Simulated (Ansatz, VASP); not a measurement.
# PdPtC4N4: VASP beside Ansatz

```
Pd Pt C N
1.0
     6.01771    0.00000    0.00000
     0.00000    6.01771    0.00000
     0.00000    0.00000    6.01771
Pd Pt C N
1 1 4 4
Cartesian
  3.0089 3.0089 3.0089
  0.0000 0.0000 0.0000
  1.1422 1.1422 1.1422
  1.1422 4.8755 4.8755
  4.8755 1.1422 4.8755
  4.8755 4.8755 1.1422
  1.8244 1.8244 1.8244
  1.8244 4.1933 4.1933
  4.1933 1.8244 4.1933
  4.1933 4.1933 1.8244
```

Alike in both runs: functional PBE; k mesh 4 × 4 × 4; occupations gaussian, width 0.1 eV; no spin polarisation.

Ansatz relaxed the structure, and its values are those at the end. VASP's run is a single point on that final structure, the one shown.

|  | VASP | Ansatz |
| --- | --- | --- |
| version | VASP 6.6.1 | Ansatz 0.2.0 |
| potentials or method | VASP PAW PBE potentials, release 64 (Pd_sv_GW, Pt_sv_GW, C, N), cutoff 600 eV | scalar-relativistic, plane waves, PAW |
| valence electrons in the cell | 72 | 72 |

```tsv
	VASP	Ansatz	Ansatz less VASP
gap on the k mesh at the Fermi level (eV)	none	none	-
pressure (GPa)	0.2	0.2	0.00
rms of the force components (eV/Å)	0.151	0.007	-0.1440
```

A gap of «none» marks a metal or a gap that the smearing closes. One of these differences is far larger than is usual between the two programs; its cause wasn't traced. The functional is the same, so the differences come from potentials, cutoffs and numerics.

Spin-orbit coupling is off throughout. Noted on VASP's run: the standard files for N, O and F lose accuracy on very short bonds.
